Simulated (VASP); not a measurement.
# Al (I4/mmm) in VASP: a series of runs

Runs on Al. Level: PBE+D3(BJ). Tasks: single point.

Program: VASP 6.6.1. These are calculated values, not measurements. Logs are shortened: lines on timing, memory, paths and dates and some standing lists are left out, and cuts for length are marked.

### Step 1. The cell of the first run

It takes space group I4/mmm (No. 139, tetragonal). The conventional cell has a = 2.816 Å, b = 2.816 Å, c = 4.381 Å, α = 90.00°, β = 90.00°, γ = 90.00°. Al (site symmetry 4/mmm) has 12 Al at 2.82 to 2.96 Å within 3.7 Å.

### Step 2. Single point, PBE+D3(BJ) (strain +0.1000 x Voigt [0, 0, 1, 0, 0, 0])

File INCAR:

```
PREC = Accurate ; ENCUT = 520
EDIFF = 1E-6 ; ISMEAR = 0
SIGMA = 0.15 ; LREAL = F
LASPH = T ; NELM = 80
ALGO = Fast ; ISIF = 2
LWAVE = F ; LCHARG = F
GGA = PE ; IVDW = 12
NBANDS = 8
```

File KPOINTS:

```
Automatic mesh
0
Gamma
  26 26 26
```

File POSCAR:

```
Al
1.0
    0.0000000000      1.9913628292      2.1904991121
    1.9913628292      0.0000000000      2.1904991121
    1.9913628292      1.9913628292      0.0000000000
Al
1
Direct
    0.0000000000      0.0000000000      0.0000000000
```

Potentials or basis: VASP PAW PBE potentials, release 64 (Al).

On the command line:

```
> cat potpaw_PBE.64/Al/POTCAR > POTCAR
> mpirun -np 1 vasp_std > vasp.out
```

OUTCAR:

```text
PREC = Accurate
   ENCUT = 520
   EDIFF = 1E-6
   ISMEAR = 0
   LREAL = F
   LASPH = T
   NELM = 80
   ISIF = 2
   GGA = PE
   IVDW = 12
 IVDW          = 12

 ion  position               nearest neighbor table
   1  0.000  0.000  0.000-

  LATTYP: Found a body centered tetragonal cell.
 ALAT       =     2.8162123207
 C/A-ratio  =     1.5556349186

  Lattice vectors:

 A1 = (  -1.9913628292,   0.0000000000,   2.1904991121)
 A2 = (   1.9913628292,   0.0000000000,   2.1904991121)
 A3 = (   0.0000000000,   1.9913628292,  -2.1904991121)

Analysis of symmetry for initial positions (statically):
=====================================================================
 Subroutine PRICEL returns:
 Original cell was already a primitive cell.

 Routine SETGRP: Setting up the symmetry group for a
 body centered tetragonal supercell.

 Subroutine GETGRP returns: Found 16 space group operations
 (whereof 16 operations were pure point group operations)
 out of a pool of 16 trial point group operations.

The static configuration has the point symmetry D_4h.

Analysis of symmetry for dynamics (positions and initial velocities):
=====================================================================
 Subroutine PRICEL returns:
 Original cell was already a primitive cell.

 Routine SETGRP: Setting up the symmetry group for a
 body centered tetragonal supercell.

 Subroutine GETGRP returns: Found 16 space group operations
 (whereof 16 operations were pure point group operations)
 out of a pool of 16 trial point group operations.

The dynamic configuration has the point symmetry D_4h.

 Subroutine INISYM returns: Found 16 space group operations
 (whereof 16 operations are pure point group operations),
 and found     1 'primitive' translations

----------------------------------------------------------------------------------------

                                     Primitive cell

  volume of cell :      17.3730

  direct lattice vectors                    reciprocal lattice vectors
     0.000000000  1.991362829  2.190499112    -0.251084329  0.251084329  0.228258481
     1.991362829  0.000000000  2.190499112     0.251084329 -0.251084329  0.228258481
     1.991362829  1.991362829  0.000000000     0.251084329  0.251084329 -0.228258481

  length of vectors
     2.960373672  2.960373672  2.816212321     0.422123933  0.422123933  0.422123933

  position of ions in fractional coordinates (direct lattice)
     0.000000000  0.000000000  0.000000000

  ion indices of the primitive-cell ions
   primitive index   ion index
                 1           1

----------------------------------------------------------------------------------------

 KPOINTS: Automatic mesh

Automatic generation of k-mesh.
 Grid dimensions read from file:
 generate k-points for:   26   26   26

 Generating k-lattice:

  Cartesian coordinates                     Fractional coordinates (reciprocal lattice)
    -0.009657090  0.009657090  0.008779172     0.038461538  0.000000000  0.000000000
     0.009657090 -0.009657090  0.008779172     0.000000000  0.038461538  0.000000000
     0.009657090  0.009657090 -0.008779172     0.000000000  0.000000000  0.038461538

  Length of vectors
     0.016235536  0.016235536  0.016235536

  Shift w.r.t. Gamma in fractional coordinates (k-lattice)
     0.000000000  0.000000000  0.000000000

 Subroutine IBZKPT returns following result:
 ===========================================

 Found   1330 irreducible k-points:

 Following reciprocal coordinates:
            Coordinates               Weight
  0.000000  0.000000  0.000000      1.000000
  0.038462  0.000000  0.000000      8.000000
  0.076923  0.000000  0.000000      8.000000
  0.115385  0.000000  0.000000      8.000000
  0.153846  0.000000  0.000000      8.000000
  0.192308 -0.000000  0.000000      8.000000
[... 16 lines left out ...]
  0.346154  0.038462  0.000000      8.000000
  0.384615  0.038462  0.000000      8.000000
 [... further k-points ...]
   k-points           NKPTS =   1330   k-points in BZ     NKDIM =   1330   number of bands    NBANDS=      8
   number of dos      NEDOS =    301   number of ions     NIONS =      1
   total plane-waves  NPLWV =  13824
   dimension x,y,z NGX =    24 NGY =   24 NGZ =   24
   dimension x,y,z NGXF=    48 NGYF=   48 NGZF=   48
   ions per type =               1
   NGX,Y,Z   is equivalent  to a cutoff of  13.48, 13.48, 14.17 a.u.
   NGXF,Y,Z  is equivalent  to a cutoff of  26.96, 26.96, 28.34 a.u.
 SYSTEM =  unknown system
   PREC   = accura    normal or accurate (medium, high low for compatibility)
   ISTART =      0    job   : 0-new  1-cont  2-samecut
   ICHARG =      2    charge: 1-file 2-atom 10-const
   ISPIN  =      1    spin polarized calculation?
   LNONCOLLINEAR =      F non collinear calculations
   LSORBIT =      F    spin-orbit coupling
   LASPH  =      T    aspherical Exc in radial PAW
   ENCUT  =  520.0 eV  38.22 Ry    6.18 a.u.   5.50  5.50  5.24*2*pi/ulx,y,z
   NELM   =     80;   NELMIN=  2; NELMDL= -5     # of ELM steps
   EDIFF  = 0.1E-05   stopping-criterion for ELM
   LREAL  =      F    real-space projection
   EDIFFG = 0.1E-04   stopping-criterion for IOM
   NSW    =      0    number of steps for IOM
   IBRION =     -1    ionic relax: 0-MD 1-quasi-New 2-CG
   NFREE  =      0    steps in history (QN), initial steepest desc. (CG)
   ISIF   =      2    stress and relaxation
   ISYM   =      2    0-nonsym 1-usesym 2-fastsym
   POTIM  = 0.5000    time-step for ionic-motion
   TEBEG  =    0.0;   TEEND  =   0.0 temperature during run
   PSTRESS=    0.0 pullay stress
   NELECT =       3.0000    total number of electrons
   NUPDOWN=      -1.0000    fix difference up-down
   EMIN   =  10.00;   EMAX   =-10.00  energy-range for DOS
   EFERMI =   0.00;   METHOD = LEGACY
   ISMEAR =     0;   SIGMA  =   0.15  broadening in eV -4-tet -1-fermi 0-gaus
   EFERMI_NEDOS =   21; number of points for ismear=-14 and -15
   IALGO  =     68    algorithm
   IMIX   =      4    mixing-type and parameters
     AMIX     =   0.40;   BMIX     =  1.00
     AMIX_MAG =   1.60;   BMIX_MAG =  1.00
  volume/ion in A,a.u.               =      17.37       117.24
  Fermi-wavevector in a.u.,A,eV,Ry     =   0.911641  1.722752 11.307662  0.831090
  Thomas-Fermi vector in A             =   2.035944
   LORBIT       =      0    0 simple, 1 ext, 2 COOP (PROOUT), +10 PAW based schemes
   GGA     = PE    functional components
   LHFCALC =     F    Hartree Fock is set to
   AEXX    =    0.0000 exact exchange contribution
   IVDW    =    12    specifies the selected vdW correction
   LEPSILON=     F    determine dielectric tensor
   LRPA    =     F    only Hartree local field effects (RPA)
 non-spin polarized calculation
 RMM-DIIS sequential band-by-band and
 Gauss-broadening in eV      SIGMA  =   0.15
  energy-cutoff  :      520.00
  volume of cell :       17.37
 maximum number of plane-waves:       481
 NGX is ok and might be reduce to    24
   NGX = 11   NGY = 11   NGZ = 11

 number of electron       3.0000000 magnetization

 Free energy of the ion-electron system (eV)
  ---------------------------------------------------
  ext. energy  EPLUGINS =         0.00000000
  ---------------------------------------------------
  free energy    TOTEN  =        -3.72349976 eV

  energy without entropy =       -3.71879865  energy(sigma->0) =       -3.72114920

 E-fermi :   7.4674     XC(G=0): -10.0108

 val. band max:        7.4616311633   @ k =  -0.1923   0.4231   0.3846
 cond. band min:       7.4676340073   @ k =  -0.0385   0.4615   0.4231
 fundamental gap:      0.0060028440
 Fermi energy:         7.4673511282

 k-point     1 :       0.0000    0.0000    0.0000
  band No.  band energies     occupation
      1      -3.3101      2.00000
      2      19.2168      0.00000
      3      20.2683      0.00000
      4      20.2683      0.00000
      5      20.8976      0.00000
      6      20.8976      0.00000
      7      21.0571      0.00000
      8      23.7041      0.00000

 k-point     2 :       0.0385    0.0000    0.0000
  band No.  band energies     occupation
      1      -3.2711      2.00000
      2      18.7105      0.00000
      3      19.6097      0.00000
      4      20.0245      0.00000
      5      21.1837      0.00000
      6      21.2053      0.00000
      7      21.5105      0.00000
      8      23.7150      0.00000

 k-point     3 :       0.0769    0.0000    0.0000
  band No.  band energies     occupation
      1      -3.1540      2.00000
      2      17.4360      0.00000
      3      19.0284      0.00000
      4      19.6644      0.00000
      5      21.5979      0.00000
      6      21.7556      0.00000
      7      21.7727      0.00000
      8      23.3234      0.00000

 k-point     4 :       0.1154    0.0000    0.0000
  band No.  band energies     occupation
      1      -2.9592      2.00000
      2      15.9612      0.00000
      3      18.5571      0.00000
      4      19.3434      0.00000
      5      21.6941      0.00000
      6      21.7487      0.00000
      7      22.3868      0.00000
      8      23.3115      0.00000

 k-point     5 :       0.1538    0.0000    0.0000
  band No.  band energies     occupation
      1      -2.6869      2.00000
      2      14.4642      0.00000
      3      18.1426      0.00000
      4      19.0808      0.00000
      5      21.2251      0.00000
      6      21.6858      0.00000
      7      23.0564      0.00000
      8      23.8963      0.00000
[... 177 lines left out ...]
 k-point    22 :       0.3077    0.0385    0.0000
  band No.  band energies     occupation
      1      -1.0495      2.00000
      2       9.4144      0.00000
      3      17.5868      0.00000
      4      17.9761      0.00000
      5      18.2163      0.00000
      6      21.4257      0.00000
      7      23.2442      0.00000
      8      26.2073      0.00000

 k-point    23 :       0.3462    0.0385    0.0000
  band No.  band energies     occupation
      1      -0.4291      2.00000
      2       8.1231      0.00000
      3      17.1681      0.00000
      4      18.0107      0.00000
      5      18.0583      0.00000
      6      21.4287      0.00000
      7      22.6009      0.00000
      8      25.5915      0.00000

 k-point    24 :       0.3846    0.0385    0.0000
  band No.  band energies     occupation
      1       0.2651      2.00000
      2       6.8925      2.00000
      3      16.7720      0.00000
      4      17.9997      0.00000
      5      18.1114      0.00000
      6      21.4988      0.00000
      7      22.0024      0.00000
      8      24.9739      0.00000

 [... further k-points ...]

------------------------ aborting loop because EDIFF is reached ----------------------------------------

 Edisp (eV)   -0.31876

 E8    (eV) :    -0.1424

  FORCE on cell =-STRESS in cart. coord.  units (eV):
  Direction    XX          YY          ZZ          XY          YZ          ZX
  --------------------------------------------------------------------------------------
  -------------------------------------------------------------------------------------
  Total      -0.51805    -0.51805    -0.95440     0.00000     0.00000     0.00000
  in kB     -47.77594   -47.77594   -88.01672     0.00000     0.00000     0.00000
  external pressure =      -61.19 kB  Pullay stress =        0.00 kB

 VOLUME and BASIS-vectors are now :
 -----------------------------------------------------------------------------
  energy-cutoff  :      520.00
  volume of cell :       17.37
      direct lattice vectors                 reciprocal lattice vectors
     0.000000000  1.991362829  2.190499112    -0.251084329  0.251084329  0.228258481
     1.991362829  0.000000000  2.190499112     0.251084329 -0.251084329  0.228258481
     1.991362829  1.991362829  0.000000000     0.251084329  0.251084329 -0.228258481

 POSITION                                       TOTAL-FORCE (eV/Angst)
 -----------------------------------------------------------------------------------
      0.00000      0.00000      0.00000         0.000000     -0.000000      0.000000
 -----------------------------------------------------------------------------------
    total drift:                               -0.000000      0.000000      0.000000

  FREE ENERGIE OF THE ION-ELECTRON SYSTEM (eV)
  ---------------------------------------------------
  free  energy   TOTEN  =        -4.0422581545 eV

  energy  without entropy=       -4.0375570428  energy(sigma->0) =       -4.03990760
```

It took 52 s on 1 thread of Intel Xeon Platinum 8559C (Emerald Rapids), shared host; peak memory 0.28 GiB.

Results:

| Item | Value |
| --- | --- |
| Free energy | -4.0423 eV |
| Pressure | -6.1 GPa |
| Dispersion energy per atom | -0.319 eV |

Levels at points of the mesh, in eV from the Fermi level:
| k point | band 1 | band 2 | band 3 | band 4 |
| --- | --- | --- | --- | --- |
| (0.00, 0.00, 0.00) | -10.78 | 11.75 | 12.80 | 12.80 |
| (0.50, 0.00, 0.00) | -4.37 | -4.27 | 9.44 | 9.98 |
| (0.50, 0.50, 0.00) | -3.58 | -2.85 | 5.97 | 6.53 |
| (0.50, 0.00, 0.50) | -2.34 | -0.94 | 4.54 | 5.01 |

Caveat: the cell differs from its parent crystal (strain +0.1000 x Voigt [0, 0, 1, 0, 0, 0]); pairwise dispersion overbinds metals, which lowers pressure and volume.

### Step 3. Single point, PBE+D3(BJ) (strain -0.1000 x Voigt [0, 0, 1, 0, 0, 0])

File INCAR:

```
SYSTEM = Al
  PREC = Accurate
  ENCUT = 520
  EDIFF = 1E-6
  ISMEAR = 0
  SIGMA = 0.15
  LREAL = .FALSE.
  LASPH = .TRUE.
  NELM = 100
  ALGO = Normal
  ISIF = 2
  LWAVE = .FALSE.
  LCHARG = .TRUE.
  GGA = PE
  IVDW = 12
  LELF = .TRUE.
  LVHAR = .TRUE.
  NBANDS = 8
```

File KPOINTS:

```
regular mesh
0
G
  26 26 26
  0 0 0
```

File POSCAR:

```
Al
1.0
    0.0000000000      1.9913628292      1.7922265463
    1.9913628292      0.0000000000      1.7922265463
    1.9913628292      1.9913628292      0.0000000000
Al
1
Direct
    0.0000000000      0.0000000000      0.0000000000
```

Potentials or basis: VASP PAW PBE potentials, release 64 (Al).

On the command line:

```
> cat potpaw_PBE.64/Al/POTCAR > POTCAR
> mpirun -np 1 vasp_std > vasp.out
```

Run time: 56 s. Hardware: 1 thread of Intel Xeon Platinum 8559C (Emerald Rapids), shared host; peak memory 0.24 GiB.

The run converged. Its results:

* Free energy: -4.0118 eV
* Pressure: 12.3 GPa
* Dispersion energy per atom: -0.393 eV

Stress tensor (GPa, compression positive):
```
 9.46  0.00  0.00
 0.00  9.46  0.00
 0.00  0.00 17.90
```

Levels at points of the mesh, in eV from the Fermi level:
```csv
k point,band 1,band 2,band 3,band 4,band 5
"(0.00, 0.00, 0.00)",-12.19,13.26,13.26,14.44,16.06
"(0.50, 0.00, 0.00)",-5.16,-4.53,10.94,11.75,13.09
"(0.50, 0.50, 0.00)",-1.97,-0.16,4.43,4.97,4.97
"(0.50, 0.00, 0.50)",-3.82,-2.39,5.91,6.88,7.53
```

Caveat: the cell differs from its parent crystal (strain -0.1000 x Voigt [0, 0, 1, 0, 0, 0]); pairwise dispersion overbinds metals, which lowers pressure and volume.
